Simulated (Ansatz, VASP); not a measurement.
# Cu: VASP beside Ansatz

File INCAR:

```
SYSTEM = Cu
PREC = Accurate
ENCUT = 520
EDIFF = 1E-7
ISMEAR = 0
SIGMA = 0.15
LREAL = .False.
LASPH = .True.
NELM = 60
ALGO = Fast
ISIF = 2
LWAVE = .False.
LCHARG = .True.
GGA = PE
LELF = .True.
LVHAR = .True.
NBANDS = 12
```

The input KPOINTS:

```
regular mesh
0
Gamma
  28 28 28
  0 0 0
```

File POSCAR:

```
Cu
1.0
    0.0000000000      1.8420972397      1.8148741278
    1.8148741278      0.0000000000      1.8148741278
    1.8148741278      1.8420972397      0.0000000000
Cu
1
Direct
    0.0000000000      0.0000000000      0.0000000000
```

Input for Ansatz:

```yaml
crystal:
  lattice:
    - [0.0, 1.8420972397, 1.8148741278]
    - [1.8148741278, 0.0, 1.8148741278]
    - [1.8148741278, 1.8420972397, 0.0]
  atoms:
    - { symbol: Cu, position: [0.0, 0.0, 0.0] }
basis:
  ecutwfc: 420
kpoints:
  mp_grid: { grid: [28, 28, 28] }
hamiltonian:
  xc: pbe
scf:
  occupations: { method: gaussian, width: 0.15 }
output:
  forces: true
  stress: true
  eigenvalues: true
```

Change from the starting cell: strain +0.0150 x Voigt [0, 1, 0, 0, 0, 0], atoms carried along.

Alike in both runs: task single point; functional PBE; k mesh 28 × 28 × 28; occupations gaussian, width 0.15 eV; no spin polarisation.

|  | VASP | Ansatz |
| --- | --- | --- |
| version | VASP 6.6.1 | Ansatz 0.2.0 |
| potentials or method | VASP PAW PBE potentials, release 64 (Cu), cutoff 520 eV | scalar-relativistic, plane waves, PAW |
| valence electrons in the cell | 11 | 19 |

Ansatz gave:

```
gap on the k mesh at the Fermi level (eV)                     : none
pressure (GPa)                                                : -2.0
traceless stress, the component that is largest in VASP (GPa) : -0.60
```

**Question.** Which values does VASP return?

**Answer.** gap on the k mesh at the Fermi level (eV): none; pressure (GPa): -1.6; traceless stress, the component that is largest in VASP (GPa): -0.60.

A gap of «none» marks a metal or a gap that the smearing closes. VASP's potentials hold 11 valence electrons a cell and Ansatz's 19, so a difference there can come from the potentials and not from the codes.
